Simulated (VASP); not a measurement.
# W (I4/mmm) in VASP: single point with PBE

Aim: the single point of W with PBE.

Everything below comes from runs of VASP 6.6.1. Logs are shortened: lines on timing, memory, paths and dates and some standing lists are left out, and cuts for length are marked.

### Step 1. The cell of the first run

The structure is tetragonal, space group I4/mmm (No. 139). The conventional cell has a = 3.014 Å, b = 3.014 Å, c = 4.060 Å, α = 90.00°, β = 90.00°, γ = 90.00°. Within 3.9 Å of W (site symmetry 4/mmm) lie 12 W at 2.94 to 3.01 Å.

### Step 2. Single point, PBE

The input, INCAR:

```
SYSTEM = W
PREC = Accurate
ENCUT = 500
EDIFF = 1E-6
ISMEAR = -1
SIGMA = 0.15
LREAL = .FALSE.
LASPH = .TRUE.
NELM = 120
ALGO = Normal
ISIF = 2
LWAVE = .FALSE.
LCHARG = .FALSE.
GGA = PE
NBANDS = 13
GGA_COMPAT = .FALSE.
```

The input, KPOINTS:

```
regular mesh
0
G
  15 15 15
  0 0 0
```

The input, POSCAR:

```
W
1.0
    0.0000000000      2.1315000000      2.0300000000
    2.1315000000      0.0000000000      2.0300000000
    2.1315000000      2.1315000000      0.0000000000
W
1
Direct
    0.0000000000      0.0000000000      0.0000000000
```

Potentials or basis: VASP PAW PBE potentials, release 64 (W_sv).

Started as:

```
cat potpaw_PBE.64/W_sv/POTCAR > POTCAR
mpirun -np 1 vasp_std > vasp.out
```

OUTCAR:

```text
SYSTEM = W
   PREC = Accurate
   ENCUT = 500
   EDIFF = 1E-6
   ISMEAR = -1
   LREAL = .FALSE.
   LASPH = .TRUE.
   NELM = 120
   ISIF = 2
   GGA = PE

 ion  position               nearest neighbor table
   1  0.000  0.000  0.000-

  LATTYP: Found a body centered tetragonal cell.
 ALAT       =     3.0143962082
 C/A-ratio  =     1.3468700594

  Lattice vectors:

 A1 = (   0.0000000000,  -2.1315000000,  -2.0300000000)
 A2 = (   0.0000000000,   2.1315000000,  -2.0300000000)
 A3 = (   2.1315000000,   0.0000000000,   2.0300000000)

Analysis of symmetry for initial positions (statically):
=====================================================================
 Subroutine PRICEL returns:
 Original cell was already a primitive cell.

 Routine SETGRP: Setting up the symmetry group for a
 body centered tetragonal supercell.

 Subroutine GETGRP returns: Found 16 space group operations
 (whereof 16 operations were pure point group operations)
 out of a pool of 16 trial point group operations.

The static configuration has the point symmetry D_4h.

Analysis of symmetry for dynamics (positions and initial velocities):
=====================================================================
 Subroutine PRICEL returns:
 Original cell was already a primitive cell.

 Routine SETGRP: Setting up the symmetry group for a
 body centered tetragonal supercell.

 Subroutine GETGRP returns: Found 16 space group operations
 (whereof 16 operations were pure point group operations)
 out of a pool of 16 trial point group operations.

The dynamic configuration has the point symmetry D_4h.

 Subroutine INISYM returns: Found 16 space group operations
 (whereof 16 operations are pure point group operations),
 and found     1 'primitive' translations

----------------------------------------------------------------------------------------

                                     Primitive cell

  volume of cell :      18.4458

  direct lattice vectors                    reciprocal lattice vectors
     0.000000000  2.131500000  2.030000000    -0.234576589  0.234576589  0.246305419
     2.131500000  0.000000000  2.030000000     0.234576589 -0.234576589  0.246305419
     2.131500000  2.131500000  0.000000000     0.234576589  0.234576589 -0.246305419

  length of vectors
     2.943500000  2.943500000  3.014396208     0.413181209  0.413181209  0.413181209

  position of ions in fractional coordinates (direct lattice)
     0.000000000  0.000000000  0.000000000

  ion indices of the primitive-cell ions
   primitive index   ion index
                 1           1

----------------------------------------------------------------------------------------

 KPOINTS: regular mesh

Automatic generation of k-mesh.
 Grid dimensions read from file:
 generate k-points for:   15   15   15

 Generating k-lattice:

  Cartesian coordinates                     Fractional coordinates (reciprocal lattice)
    -0.015638439  0.015638439  0.016420361     0.066666667  0.000000000  0.000000000
     0.015638439 -0.015638439  0.016420361     0.000000000  0.066666667  0.000000000
     0.015638439  0.015638439 -0.016420361     0.000000000  0.000000000  0.066666667

  Length of vectors
     0.027545414  0.027545414  0.027545414

  Shift w.r.t. Gamma in fractional coordinates (k-lattice)
     0.000000000  0.000000000  0.000000000

 Subroutine IBZKPT returns following result:
 ===========================================

 Found    288 irreducible k-points:

 Following reciprocal coordinates:
            Coordinates               Weight
  0.000000  0.000000  0.000000      1.000000
  0.066667 -0.000000  0.000000      8.000000
  0.133333  0.000000  0.000000      8.000000
  0.200000 -0.000000  0.000000      8.000000
  0.266667  0.000000  0.000000      8.000000
  0.333333  0.000000  0.000000      8.000000
[... 16 lines left out ...]
  0.133333  0.133333  0.000000      2.000000
  0.200000  0.133333  0.000000      8.000000
 [... further k-points ...]
   k-points           NKPTS =    288   k-points in BZ     NKDIM =    288   number of bands    NBANDS=     13
   number of dos      NEDOS =    301   number of ions     NIONS =      1
   total plane-waves  NPLWV =  13824
   dimension x,y,z NGX =    24 NGY =   24 NGZ =   24
   dimension x,y,z NGXF=    48 NGYF=   48 NGZF=   48
   ions per type =               1
   NGX,Y,Z   is equivalent  to a cutoff of  13.55, 13.55, 13.24 a.u.
   NGXF,Y,Z  is equivalent  to a cutoff of  27.11, 27.11, 26.47 a.u.
 SYSTEM =  W
   PREC   = accura    normal or accurate (medium, high low for compatibility)
   ISTART =      0    job   : 0-new  1-cont  2-samecut
   ICHARG =      2    charge: 1-file 2-atom 10-const
   ISPIN  =      1    spin polarized calculation?
   LNONCOLLINEAR =      F non collinear calculations
   LSORBIT =      F    spin-orbit coupling
   LASPH  =      T    aspherical Exc in radial PAW
   ENCUT  =  500.0 eV  36.75 Ry    6.06 a.u.   5.37  5.37  5.50*2*pi/ulx,y,z
   NELM   =    120;   NELMIN=  2; NELMDL= -5     # of ELM steps
   EDIFF  = 0.1E-05   stopping-criterion for ELM
   LREAL  =      F    real-space projection
   EDIFFG = 0.1E-04   stopping-criterion for IOM
   NSW    =      0    number of steps for IOM
   IBRION =     -1    ionic relax: 0-MD 1-quasi-New 2-CG
   NFREE  =      0    steps in history (QN), initial steepest desc. (CG)
   ISIF   =      2    stress and relaxation
   ISYM   =      2    0-nonsym 1-usesym 2-fastsym
   POTIM  = 0.5000    time-step for ionic-motion
   TEBEG  =    0.0;   TEEND  =   0.0 temperature during run
   PSTRESS=    0.0 pullay stress
   NELECT =      14.0000    total number of electrons
   NUPDOWN=      -1.0000    fix difference up-down
   EMIN   =  10.00;   EMAX   =-10.00  energy-range for DOS
   EFERMI =   0.00;   METHOD = LEGACY
   ISMEAR =    -1;   SIGMA  =   0.15  broadening in eV -4-tet -1-fermi 0-gaus
   EFERMI_NEDOS =   21; number of points for ismear=-14 and -15
   IALGO  =     38    algorithm
   IMIX   =      4    mixing-type and parameters
     AMIX     =   0.40;   BMIX     =  1.00
     AMIX_MAG =   1.60;   BMIX_MAG =  1.00
  volume/ion in A,a.u.               =      18.45       124.48
  Fermi-wavevector in a.u.,A,eV,Ry     =   1.493317  2.821959 30.340923  2.229995
  Thomas-Fermi vector in A             =   2.605733
   LORBIT       =      0    0 simple, 1 ext, 2 COOP (PROOUT), +10 PAW based schemes
   GGA     = PE    functional components
   LHFCALC =     F    Hartree Fock is set to
   AEXX    =    0.0000 exact exchange contribution
   IVDW    =     0    specifies the selected vdW correction
   LEPSILON=     F    determine dielectric tensor
   LRPA    =     F    only Hartree local field effects (RPA)
 non-spin polarized calculation
  energy-cutoff  :      500.00
  volume of cell :       18.45
 maximum number of plane-waves:       499
 NGX is ok and might be reduce to    24
   NGX = 11   NGY = 11   NGZ = 11

 number of electron      14.0000000 magnetization

 Free energy of the ion-electron system (eV)
  ---------------------------------------------------
  ext. energy  EPLUGINS =         0.00000000
  ---------------------------------------------------
  free energy    TOTEN  =       -12.36957619 eV

  energy without entropy =      -12.28075687  energy(sigma->0) =      -12.32516653

 E-fermi :   9.0308     XC(G=0): -12.7953

 val. band max:        9.0282922590   @ k =  -0.2667   0.1333   0.0667
 cond. band min:       9.0363329548   @ k =  -0.4667   0.0667   0.1333
 fundamental gap:      0.0080406958
 Fermi energy:         9.0307501742

 k-point     1 :       0.0000    0.0000    0.0000
  band No.  band energies     occupation
      1     -64.9565      2.00000
      2     -28.7129      2.00000
      3     -28.7129      2.00000
      4     -28.6914      2.00000
      5       0.5853      2.00000
      6       8.3489      1.97899
      7       8.3489      1.97899
      8       8.9093      1.38419
      9      10.7498      0.00002
     10      11.5169      0.00000
     11      21.6095      0.00000
     12      25.7802      0.00000
     13      25.7802      0.00000

 k-point     2 :       0.0667   -0.0000    0.0000
  band No.  band energies     occupation
      1     -64.9538      2.00000
      2     -28.7423      2.00000
      3     -28.7187      2.00000
      4     -28.7002      2.00000
      5       0.7557      2.00000
      6       8.2905      1.98573
      7       8.4250      1.96535
      8       8.9187      1.35699
      9      10.7017      0.00003
     10      11.4375      0.00000
     11      21.9433      0.00000
     12      25.3164      0.00000
     13      26.0847      0.00000

 k-point     3 :       0.1333    0.0000    0.0000
  band No.  band energies     occupation
      1     -64.9463      2.00000
      2     -28.8378      2.00000
      3     -28.7350      2.00000
      4     -28.7117      2.00000
      5       1.2448      2.00000
      6       8.0555      1.99700
      7       8.5963      1.89533
      8       9.0366      0.98043
      9      10.6390      0.00004
     10      11.2675      0.00000
     11      22.7776      0.00000
     12      24.1099      0.00000
     13      26.9593      0.00000
[... 305 lines left out ...]
 k-point    23 :       0.1333    0.1333    0.0000
  band No.  band energies     occupation
      1     -64.9416      2.00000
      2     -28.8232      2.00000
      3     -28.7672      2.00000
      4     -28.7672      2.00000
      5       1.5239      2.00000
      6       8.0154      1.99770
      7       8.8630      1.50730
      8       8.8630      1.50730
      9      10.6181      0.00005
     10      11.0865      0.00000
     11      23.4299      0.00000
     12      25.0708      0.00000
     13      26.4001      0.00000

 k-point    24 :       0.2000    0.1333    0.0000
  band No.  band energies     occupation
      1     -64.9326      2.00000
      2     -28.9251      2.00000
      3     -28.7952      2.00000
      4     -28.7776      2.00000
      5       2.1014      2.00000
      6       7.5924      1.99986
      7       9.1009      0.77028
      8       9.1473      0.63003
      9      10.2878      0.00046
     10      11.2953      0.00000
     11      24.0265      0.00000
     12      24.4721      0.00000
     13      26.7776      0.00000

 [... further k-points ...]
[... 5 lines left out ...]
  --------------------------------------------------------------------------------------
  -------------------------------------------------------------------------------------
  Total       -2.5131829     -2.5131829     -3.7061713      0.0000000      0.0000000     -0.0000000
  in kB     -218.2920775   -218.2920775   -321.9136317      0.0000000      0.0000000     -0.0000000
  external PRESSURE =    -252.8325955 kB  Pullay stress =       0.0000000 kB

 VOLUME and BASIS-vectors are now :
 -----------------------------------------------------------------------------
  energy-cutoff  :      500.00
  volume of cell :       18.45
      direct lattice vectors                 reciprocal lattice vectors
     0.000000000  2.131500000  2.030000000    -0.234576589  0.234576589  0.246305419
     2.131500000  0.000000000  2.030000000     0.234576589 -0.234576589  0.246305419
     2.131500000  2.131500000  0.000000000     0.234576589  0.234576589 -0.246305419

 POSITION                                       TOTAL-FORCE (eV/Angst)
 -----------------------------------------------------------------------------------
      0.00000      0.00000      0.00000        -0.000000     -0.000000      0.000000
 -----------------------------------------------------------------------------------
    total drift:                               -0.000000      0.000000      0.000000

  FREE ENERGIE OF THE ION-ELECTRON SYSTEM (eV)
  ---------------------------------------------------
  free  energy   TOTEN  =       -12.3695761936 eV

  energy  without entropy=      -12.2807568652  energy(sigma->0) =      -12.32516653
```

Wall time 31 s (1 thread of Intel Xeon 6975P-C, shared host); peak memory 0.19 GiB.

What came out:

```
Free energy            : -12.3696 eV
Pressure               : -25.3 GPa
Band gap on the k mesh : zero (band 7 reaches 11.84 eV, above the bottom of band 8 at 8.66 eV)
```

Stress tensor (GPa, compression positive):
```
-21.83   0.00   0.00
  0.00 -21.83   0.00
  0.00   0.00 -32.19
```

Levels at points of the mesh, in eV from the Fermi level:
```
           k point  band 5  band 6  band 7  band 8  band 9  band 10
(0.00, 0.00, 0.00)   -8.45   -0.68   -0.68   -0.12    1.72     2.49
```

Caveat: spin-orbit coupling is left out, which moves the levels of the heavy elements.
